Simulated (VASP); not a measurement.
Write the native input for VASP 6.6.1 that does the following.

- Task: electric field gradients
- Functional: PBEsol
- Potentials or basis: VASP PAW PBE potentials, release 64 (Cd, I)
- Cutoff: 400 eV
- k mesh: 8 × 8 × 5
- Occupations: fermi-dirac, width 0.03 eV
- Spin: no spin polarisation
- Dipole correction: no
- Further INCAR settings: ALGO = Normal; EDIFF = 1e-08; NBANDS = 20

The structure of CdI2 lies in POSCAR:

```
CdI2
1.0
    4.2298051314      0.0000000000      0.0000000000
   -2.1149025656      3.6631186968      0.0000000000
    0.0000000000      0.0000000000      6.8360600293
Cd I
1 2
Direct
    0.0000000000      0.0000000000      0.0000000000
    0.3333333333      0.6666666667      0.2492000000
    0.6666666667      0.3333333333      0.7508000000
```

This cell differs from its parent crystal: volume scaled by 0.99.

These files were run (other wordings do the same):

INCAR

```
ALGO     = Normal         # electronic algorithm
EDIFF    = 1E-8           # SCF threshold, eV
ENCUT    = 400            # plane-wave cutoff, eV
GGA      = PS             # functional
GGA_COMPAT= F            
ISIF     = 2              # what is computed and relaxed
ISMEAR   = -1             # smearing method
LASPH    = T              # aspherical terms in the spheres
LCHARG   = F              # write CHGCAR
LEFG     = T            
LREAL    = F              # projectors in reciprocal space
LWAVE    = F              # write WAVECAR
NBANDS   = 20             # bands
NELM     = 120            # most SCF steps
PREC     = Accurate       # precision mode
SIGMA    = 0.03           # smearing width, eV
```

KPOINTS

```
k-points
0
Gamma
  8 8 5
```

Potentials or basis: VASP PAW PBE potentials, release 64 (Cd, I).

Command:

```bash
$ cat potpaw_PBE.64/Cd/POTCAR potpaw_PBE.64/I/POTCAR > POTCAR
$ mpirun -np 1 vasp_std > vasp.out
```

Results of the run:

- Pressure: -0.1 GPa
- Largest force: 0.013 eV/Å
- Band gap on the k mesh: 2.29 eV, indirect (least direct gap 2.53 eV)

Caveat: without QUAD_EFG the Cq values of the log hold for a quadrupole moment of 1 mb, not for the nuclei; the PAW data sets were made with another functional, which shifts forces and pressure a little; spin-orbit coupling is left out, which moves the levels of the heavy elements; this functional lacks dispersion, which binds the layers, so the pressure and a relaxed spacing across them are unreliable.

It took 34 s on 1 thread of AMD EPYC 9R45 96-Core Processor (Zen 5), on a shared host, peak memory 0.18 GiB.
